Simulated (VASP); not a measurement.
Runs of VASP 6.6.1 on AgHgF3. The structure is that of space group Pm-3m (No. 221), or close to it. The cells are those of the table. 

```csv
task,cell,k mesh,cutoff (eV),smearing,gap on the mesh (eV),pressure (GPa),relaxed volume (Å³/atom)
electric field gradients,"a = 4.534 Å, 5 atoms",8 × 8 × 8,520,fermi-dirac 0.15 eV,none,0.3,-
single point,"a = 4.532 Å, 5 atoms",6 × 6 × 6,520,gaussian 0.1 eV,none,0.5,-
relaxation of cell and atoms,"relaxed from a = 4.532 Å, 5 atoms",8 × 8 × 8,600,gaussian 0.1 eV,none,0.0,18.75
single point,"a = 4.537 Å, 5 atoms",8 × 8 × 8,520,gaussian 0.1 eV,none,0.3,-
relaxation of cell and atoms,"relaxed from a = 3.961 Å, 5 atoms",6 × 6 × 6,600,gaussian 0.1 eV,none,0.0,(a)
```

Alike in all rows: level PBE; potentials or basis VASP PAW PBE potentials, release 64 (Ag, Hg, F); no spin polarisation.

Fill in the values left out.

(a) 18.47.

Caveats: spin-orbit coupling is left out, which moves the levels of the heavy elements; the volume moved by over 15 % at a fixed basis, so the end points are rough (some runs).

A k mesh can miss the band edges, and the runs leave out spin-orbit coupling on Ag, Hg.

A gap of «none» marks levels without a gap at the run's occupations.
